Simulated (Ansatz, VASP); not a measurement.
SiGe: VASP beside Ansatz

```xyz
4
Lattice="3.8421 0.0000 0.0000 -1.9210 3.3273 0.0000 0.0000 0.0000 6.4742" Properties=species:S:1:pos:R:3 pbc="T T T"
Si    0.0000    2.2182    0.0086
Si    1.9210    1.1091    3.2457
Ge    0.0000    2.2182    2.4127
Ge    1.9210    1.1091    5.6498
```

Change from the starting cell: strained cell.

Alike in both runs: functional PBEsol; k mesh 9 × 9 × 6; occupations gaussian, width 0.02 eV; no spin polarisation.

Ansatz relaxed the structure, and its values are those at the end. VASP's run is a single point on that final structure, the one shown.

|  | VASP | Ansatz |
| --- | --- | --- |
| version | VASP 6.6.1 | Ansatz 0.2.0 |
| potentials or method | VASP PAW PBE potentials, release 64 (Si, Ge_d), cutoff 500 eV | scalar-relativistic, plane waves, PAW |
| valence electrons in the cell | 36 | 36 |

|  | VASP | Ansatz | Ansatz less VASP |
| --- | --- | --- | --- |
| gap on the k mesh at the Fermi level (eV) | 0.31 | 0.31 | -0.001 |
| least direct gap on the mesh (eV) | 0.67 | 0.67 | -0.005 |
| pressure (GPa) | 2.1 | 2.1 | +0.05 |

VASP's potentials were made for PBE, not for PBEsol, and Ansatz warns of the same on its side. The functional is the same, so the differences come from potentials, cutoffs and numerics. Ansatz's warnings: stress scf threshold loose.
